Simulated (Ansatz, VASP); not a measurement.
## In3GaP4: VASP beside Ansatz

```
In Ga P
1.0
     5.59563    0.00000    0.00000
     0.00000    5.59563    0.00000
     0.00000    0.00000    5.59563
In Ga P
3 1 4
Direct
  0.00000 0.00000 0.50000
  0.00000 0.50000 0.00000
  0.50000 0.00000 0.00000
  0.50000 0.50000 0.50000
  0.25000 0.25000 0.25000
  0.25000 0.75000 0.75000
  0.75000 0.25000 0.75000
  0.75000 0.75000 0.25000
```

Alike in both runs: task single point; functional PBE; k mesh 4 × 4 × 4; occupations gaussian, width 0.1 eV; no spin polarisation.

|  | VASP | Ansatz |
| --- | --- | --- |
| version | VASP 6.6.1 | Ansatz 0.2.0 |
| potentials or method | VASP PAW PBE potentials, release 64 (In_d, Ga_d, P), cutoff 520 eV | scalar-relativistic, plane waves, PAW |
| valence electrons in the cell | 72 | 72 |

|  | VASP | Ansatz | Ansatz less VASP |
| --- | --- | --- | --- |
| gap on the k mesh at the Fermi level (eV) | 1.08 | 1.09 | +0.005 |
| least direct gap on the mesh (eV) | 1.25 | 1.25 | +0.004 |
| pressure (GPa) | 12.1 | 12.1 | +0.09 |

With one functional, cell and mesh, what is left measures potentials, basis and numerics.
